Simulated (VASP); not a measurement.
Input of a VASP 6.6.1 run:

File INCAR:

```
PREC = Accurate
ENCUT = 520
EDIFF = 1E-7
ISMEAR = 0
SIGMA = 0.02
LREAL = False
LASPH = True
NELM = 80
ALGO = Normal
ISIF = 2
LWAVE = False
LCHARG = False
GGA = PE
NBANDS = 34
```

The input KPOINTS:

```
Automatic mesh
0
Gamma
  6 6 10
```

File POSCAR:

```
Ca2P
1.0
    7.1317825131      0.0000000000      0.0000000000
   -3.5658912565      6.1763048306      0.0000000000
    0.0000000000      0.0000000000      4.0378919558
Ca P
4 2
Direct
    0.5000000000      0.5000000000      0.0000000000
    0.0000000000      0.5000000000      0.0000000000
    0.5000000000      0.0000000000      0.0000000000
    0.0000000000      0.0000000000      0.5000000000
    0.3333333333      0.6666666667      0.5000000000
    0.6666666667      0.3333333333      0.5000000000
```

Potentials or basis: VASP PAW PBE potentials, release 64 (Ca_sv, P).

Command:

```console
$ cat potpaw_PBE.64/Ca_sv/POTCAR potpaw_PBE.64/P/POTCAR > POTCAR
$ mpirun -np 1 vasp_std > vasp.out
```

(1) Predict the band gap on the k mesh.

(2) Estimate the pressure.

## Answers

(1) 0.42 eV.

(2) 0.1 GPa.
